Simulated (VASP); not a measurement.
# BiTe (I4/mmm) in VASP: single point with r2SCAN

Aim: the single point of BiTe with r2SCAN.

All numbers are computed with VASP 6.6.1; they aren't measurements. Logs are shortened: lines on timing, memory, paths and dates and some standing lists are left out, and cuts for length are marked.

## Step 1: The cell of the first run

It takes space group I4/mmm (No. 139, tetragonal). The conventional cell has a = 4.575 Å, b = 4.575 Å, c = 6.276 Å, α = 90.00°, β = 90.00°, γ = 90.00°. Within 4.1 Å of Bi (site symmetry 4/mmm) lie 6 Te at 3.14 to 3.23 Å. Within 4.1 Å of Te (site symmetry 4/mmm) lie 6 Bi at 3.14 to 3.23 Å.

## Step 2: Single point, r2SCAN (strain +0.000 along x and y, -0.030 along z)

The input, POSCAR:

```
BiTe
1.0
    0.0000000000      3.2350000000      3.1379500000
    3.2350000000      0.0000000000      3.1379500000
    3.2350000000      3.2350000000      0.0000000000
Bi Te
1 1
Direct
    0.0000000000      0.0000000000      0.0000000000
    0.5000000000      0.5000000000      0.5000000000
```

The input, INCAR.step1:

```
SYSTEM = BiTe
PREC = Accurate
ENCUT = 520
ISMEAR = 0
SIGMA = 0.15
LREAL = .False.
LASPH = .True.
NELM = 100
NBANDS = 18
GGA = PE
ALGO = Normal
EDIFF = 1E-4
LWAVE = .True.
LCHARG = .False.
```

The input, INCAR.step2:

```
SYSTEM = BiTe
PREC = Accurate
ENCUT = 520
EDIFF = 1E-7
ISMEAR = 0
SIGMA = 0.15
LREAL = .False.
LASPH = .True.
NELM = 100
ALGO = Normal
ISIF = 2
LWAVE = .False.
LCHARG = .False.
METAGGA = R2SCAN
LMIXTAU = .True.
NBANDS = 18
ISTART = 1
```

The input, KPOINTS:

```
Automatic mesh
0
Gamma
  14 14 14
  0 0 0
```

Potentials or basis: VASP PAW PBE potentials, release 64 (Bi_d, Te).

Started as:

```bash
> cat potpaw_PBE.64/Bi_d/POTCAR potpaw_PBE.64/Te/POTCAR > POTCAR
> cp INCAR.step1 INCAR
> mpirun -np 1 vasp_std > vasp.out
> cp INCAR.step2 INCAR
> mpirun -np 1 vasp_std > vasp.out
```

OUTCAR:

```text
SYSTEM = BiTe
   PREC = Accurate
   ENCUT = 520
   EDIFF = 1E-7
   ISMEAR = 0
   LREAL = .False.
   LASPH = .True.
   NELM = 100
   ISIF = 2
   METAGGA = R2SCAN
   ISTART = 1

 ion  position               nearest neighbor table
   1  0.000  0.000  0.000-   2 3.14   2 3.14   2 3.23   2 3.23   2 3.23   2 3.23
   2  0.500  0.500  0.500-   1 3.14   1 3.14   1 3.23   1 3.23   1 3.23   1 3.23

  LATTYP: Found a body centered tetragonal cell.
 ALAT       =     4.5749808743
 C/A-ratio  =     1.3717871555

  Lattice vectors:

 A1 = (   0.0000000000,  -3.2350000000,  -3.1379500000)
 A2 = (   0.0000000000,   3.2350000000,  -3.1379500000)
 A3 = (   3.2350000000,   0.0000000000,   3.1379500000)

Analysis of symmetry for initial positions (statically):
=====================================================================
 Subroutine PRICEL returns:
 Original cell was already a primitive cell.

 Routine SETGRP: Setting up the symmetry group for a
 body centered tetragonal supercell.

 Subroutine GETGRP returns: Found 16 space group operations
 (whereof 16 operations were pure point group operations)
 out of a pool of 16 trial point group operations.

The static configuration has the point symmetry D_4h.

Analysis of symmetry for dynamics (positions and initial velocities):
=====================================================================
 Subroutine PRICEL returns:
 Original cell was already a primitive cell.

 Routine SETGRP: Setting up the symmetry group for a
 body centered tetragonal supercell.

 Subroutine GETGRP returns: Found 16 space group operations
 (whereof 16 operations were pure point group operations)
 out of a pool of 16 trial point group operations.

The dynamic configuration has the point symmetry D_4h.

 Subroutine INISYM returns: Found 16 space group operations
 (whereof 16 operations are pure point group operations),
 and found     1 'primitive' translations

----------------------------------------------------------------------------------------

                                     Primitive cell

  volume of cell :      65.6787

  direct lattice vectors                    reciprocal lattice vectors
     0.000000000  3.235000000  3.137950000    -0.154559505  0.154559505  0.159339696
     3.235000000  0.000000000  3.137950000     0.154559505 -0.154559505  0.159339696
     3.235000000  3.235000000  0.000000000     0.154559505  0.154559505 -0.159339696

  length of vectors
     4.506878654  4.506878654  4.574980874     0.270492921  0.270492921  0.270492921

  position of ions in fractional coordinates (direct lattice)
     0.000000000  0.000000000  0.000000000
     0.500000000  0.500000000  0.500000000

  ion indices of the primitive-cell ions
   primitive index   ion index
                 1           1
                 2           2

----------------------------------------------------------------------------------------

 KPOINTS: Automatic mesh

Automatic generation of k-mesh.
 Grid dimensions read from file:
 generate k-points for:   14   14   14

 Generating k-lattice:

  Cartesian coordinates                     Fractional coordinates (reciprocal lattice)
    -0.011039965  0.011039965  0.011381407     0.071428571  0.000000000  0.000000000
     0.011039965 -0.011039965  0.011381407     0.000000000  0.071428571  0.000000000
     0.011039965  0.011039965 -0.011381407     0.000000000  0.000000000  0.071428571

  Length of vectors
     0.019320923  0.019320923  0.019320923

  Shift w.r.t. Gamma in fractional coordinates (k-lattice)
     0.000000000  0.000000000  0.000000000

 Subroutine IBZKPT returns following result:
 ===========================================

 Found    244 irreducible k-points:

 Following reciprocal coordinates:
            Coordinates               Weight
  0.000000  0.000000  0.000000      1.000000
  0.071429 -0.000000  0.000000      8.000000
  0.142857 -0.000000  0.000000      8.000000
  0.214286  0.000000  0.000000      8.000000
  0.285714 -0.000000  0.000000      8.000000
  0.357143 -0.000000  0.000000      8.000000
[... 16 lines left out ...]
  0.214286  0.142857  0.000000      8.000000
  0.285714  0.142857  0.000000      8.000000
 [... further k-points ...]
   k-points           NKPTS =    244   k-points in BZ     NKDIM =    244   number of bands    NBANDS=     18
   number of dos      NEDOS =    301   number of ions     NIONS =      2
   total plane-waves  NPLWV =  46656
   dimension x,y,z NGX =    36 NGY =   36 NGZ =   36
   dimension x,y,z NGXF=    72 NGYF=   72 NGZF=   72
   ions per type =               1   1
   NGX,Y,Z   is equivalent  to a cutoff of  13.28, 13.28, 13.08 a.u.
   NGXF,Y,Z  is equivalent  to a cutoff of  26.56, 26.56, 26.16 a.u.
 SYSTEM =  BiTe
   PREC   = accura    normal or accurate (medium, high low for compatibility)
   ISTART =      1    job   : 0-new  1-cont  2-samecut
   ICHARG =      0    charge: 1-file 2-atom 10-const
   ISPIN  =      1    spin polarized calculation?
   LNONCOLLINEAR =      F non collinear calculations
   LSORBIT =      F    spin-orbit coupling
   LASPH  =      T    aspherical Exc in radial PAW
   ENCUT  =  520.0 eV  38.22 Ry    6.18 a.u.   8.38  8.38  8.51*2*pi/ulx,y,z
   NELM   =    100;   NELMIN=  2; NELMDL=  0     # of ELM steps
   EDIFF  = 0.1E-06   stopping-criterion for ELM
   LREAL  =      F    real-space projection
   EDIFFG = 0.1E-05   stopping-criterion for IOM
   NSW    =      0    number of steps for IOM
   IBRION =     -1    ionic relax: 0-MD 1-quasi-New 2-CG
   NFREE  =      0    steps in history (QN), initial steepest desc. (CG)
   ISIF   =      2    stress and relaxation
   ISYM   =      2    0-nonsym 1-usesym 2-fastsym
   POTIM  = 0.5000    time-step for ionic-motion
   TEBEG  =    0.0;   TEEND  =   0.0 temperature during run
   PSTRESS=    0.0 pullay stress
   NELECT =      21.0000    total number of electrons
   NUPDOWN=      -1.0000    fix difference up-down
   EMIN   =  10.00;   EMAX   =-10.00  energy-range for DOS
   EFERMI =   0.00;   METHOD = LEGACY
   ISMEAR =     0;   SIGMA  =   0.15  broadening in eV -4-tet -1-fermi 0-gaus
   EFERMI_NEDOS =   21; number of points for ismear=-14 and -15
   IALGO  =     38    algorithm
   IMIX   =      4    mixing-type and parameters
     AMIX     =   0.40;   BMIX     =  1.00
     AMIX_MAG =   1.60;   BMIX_MAG =  1.00
  volume/ion in A,a.u.               =      32.84       221.61
  Fermi-wavevector in a.u.,A,eV,Ry     =   1.119454  2.115462 17.050523  1.253178
  Thomas-Fermi vector in A             =   2.256094
   LORBIT       =      0    0 simple, 1 ext, 2 COOP (PROOUT), +10 PAW based schemes
   METAGGA = R2SCAN    functional components
   LHFCALC =     F    Hartree Fock is set to
   AEXX    =    0.0000 exact exchange contribution
   IVDW    =     0    specifies the selected vdW correction
   LEPSILON=     F    determine dielectric tensor
   LRPA    =     F    only Hartree local field effects (RPA)
 non-spin polarized calculation
 Gauss-broadening in eV      SIGMA  =   0.15
  energy-cutoff  :      520.00
  volume of cell :       65.68
 maximum number of plane-waves:      1796
 NGX is ok and might be reduce to    36
   NGX = 17   NGY = 17   NGZ = 17

 number of electron      21.0000004 magnetization

 Free energy of the ion-electron system (eV)
  ---------------------------------------------------
  ext. energy  EPLUGINS =         0.00000000
  ---------------------------------------------------
  free energy    TOTEN  =       -84.01171962 eV

  energy without entropy =      -83.99604268  energy(sigma->0) =      -84.00388115

 E-fermi :   6.9940     XC(G=0): -10.1474

 val. band max:        6.9935969705   @ k =   0.4286   0.0714   0.0000
 cond. band min:       6.9948109474   @ k =   0.2857   0.0000   0.1429
 fundamental gap:      0.0012139769
 Fermi energy:         6.9940452306

 k-point     1 :       0.0000    0.0000    0.0000
  band No.  band energies     occupation
      1     -16.9602      2.00000
      2     -16.9448      2.00000
      3     -16.9448      2.00000
      4     -16.9332      2.00000
      5     -16.9262      2.00000
      6      -7.4143      2.00000
[... 10 lines left out ...]
     17      13.5966      0.00000
     18      13.7629      0.00000

 k-point     2 :       0.0714   -0.0000    0.0000
  band No.  band energies     occupation
      1     -16.9605      2.00000
      2     -16.9445      2.00000
      3     -16.9444      2.00000
      4     -16.9334      2.00000
      5     -16.9260      2.00000
      6      -7.3641      2.00000
[... 10 lines left out ...]
     17      13.9042      0.00000
     18      14.0520      0.00000

 k-point     3 :       0.1429   -0.0000    0.0000
  band No.  band energies     occupation
      1     -16.9613      2.00000
      2     -16.9439      2.00000
      3     -16.9437      2.00000
      4     -16.9337      2.00000
      5     -16.9254      2.00000
      6      -7.2139      2.00000
[... 10 lines left out ...]
     17      14.6925      0.00000
     18      14.8089      0.00000

 k-point     4 :       0.2143    0.0000    0.0000
  band No.  band energies     occupation
      1     -16.9626      2.00000
      2     -16.9430      2.00000
      3     -16.9429      2.00000
      4     -16.9336      2.00000
      5     -16.9245      2.00000
      6      -6.9658      2.00000
[... 375 lines left out ...]
      4     -16.9320      2.00000
      5     -16.9270      2.00000
      6      -7.1277      2.00000
[... 10 lines left out ...]
     17      13.8559      0.00000
     18      14.0062      0.00000

 k-point    23 :       0.2143    0.1429    0.0000
  band No.  band energies     occupation
      1     -16.9655      2.00000
      2     -16.9412      2.00000
      3     -16.9411      2.00000
      4     -16.9315      2.00000
      5     -16.9272      2.00000
      6      -6.9378      2.00000
[... 10 lines left out ...]
     17      14.2945      0.00000
     18      14.4245      0.00000

 k-point    24 :       0.2857    0.1429    0.0000
  band No.  band energies     occupation
      1     -16.9674      2.00000
      2     -16.9404      2.00000
      3     -16.9399      2.00000
      4     -16.9309      2.00000
      5     -16.9268      2.00000
      6      -6.6536      2.00000
[... 10 lines left out ...]
     17      15.1642      0.00000
     18      15.3064      0.00000

 [... further k-points ...]

------------------------ aborting loop because EDIFF is reached ----------------------------------------

  FORCE on cell =-STRESS in cart. coord.  units (eV):
  Direction    XX          YY          ZZ          XY          YZ          ZX
  --------------------------------------------------------------------------------------
  -------------------------------------------------------------------------------------
  Total        0.2858302      0.2858302      1.5388372      0.0000000      0.0000000      0.0000000
  in kB        6.9725888      6.9725888     37.5386521      0.0000000      0.0000000      0.0000000
  external PRESSURE =      17.1612766 kB  Pullay stress =       0.0000000 kB

 VOLUME and BASIS-vectors are now :
 -----------------------------------------------------------------------------
  energy-cutoff  :      520.00
  volume of cell :       65.68
      direct lattice vectors                 reciprocal lattice vectors
     0.000000000  3.235000000  3.137950000    -0.154559505  0.154559505  0.159339696
     3.235000000  0.000000000  3.137950000     0.154559505 -0.154559505  0.159339696
     3.235000000  3.235000000  0.000000000     0.154559505  0.154559505 -0.159339696

 POSITION                                       TOTAL-FORCE (eV/Angst)
 -----------------------------------------------------------------------------------
      0.00000      0.00000      0.00000         0.000000     -0.000000     -0.000000
      3.23500      3.23500      3.13795        -0.000000      0.000000      0.000000
 -----------------------------------------------------------------------------------
    total drift:                               -0.000000      0.000000      0.000000

  FREE ENERGIE OF THE ION-ELECTRON SYSTEM (eV)
  ---------------------------------------------------
  free  energy   TOTEN  =       -84.0117196182 eV

  energy  without entropy=      -83.9960426795  energy(sigma->0) =      -84.00388115
```

It took 25 min on 1 thread of Oxide Virtual Turin-like, shared host; peak memory 0.4 GiB.

What came out:

```yaml
Free_energy: -84.0117 eV
Pressure: 1.7 GPa
Band_gap_on_the_k_mesh: zero (an odd number of electrons rules out a gap without spin polarisation)
```

Stress tensor (GPa, compression positive):
```
0.70 0.00 0.00
0.00 0.70 0.00
0.00 0.00 3.75
```

Levels at points of the mesh, in eV from the Fermi level:
| k point | band 7 | band 8 | band 9 | band 10 | band 11 | band 12 | band 13 | band 14 |
| --- | --- | --- | --- | --- | --- | --- | --- | --- |
| (0.00, 0.00, 0.00) | -8.20 | -3.20 | -2.77 | -2.77 | 2.03 | 2.03 | 2.82 | 4.86 |
| (0.50, 0.00, 0.00) | -11.87 | -2.23 | -2.19 | -1.62 | -0.84 | -0.81 | -0.60 | 7.88 |
| (0.50, 0.50, 0.00) | -10.59 | -6.29 | -4.51 | -4.51 | 2.33 | 3.83 | 3.83 | 5.82 |
| (0.50, 0.00, 0.50) | -10.22 | -6.17 | -4.67 | -4.25 | 2.40 | 3.53 | 4.36 | 5.31 |

Caveat: the cell differs from its parent crystal (strain +0.000 along x and y, -0.030 along z); the PAW data sets were made with another functional, which shifts forces and pressure a little; spin-orbit coupling is left out, which moves the levels of the heavy elements.
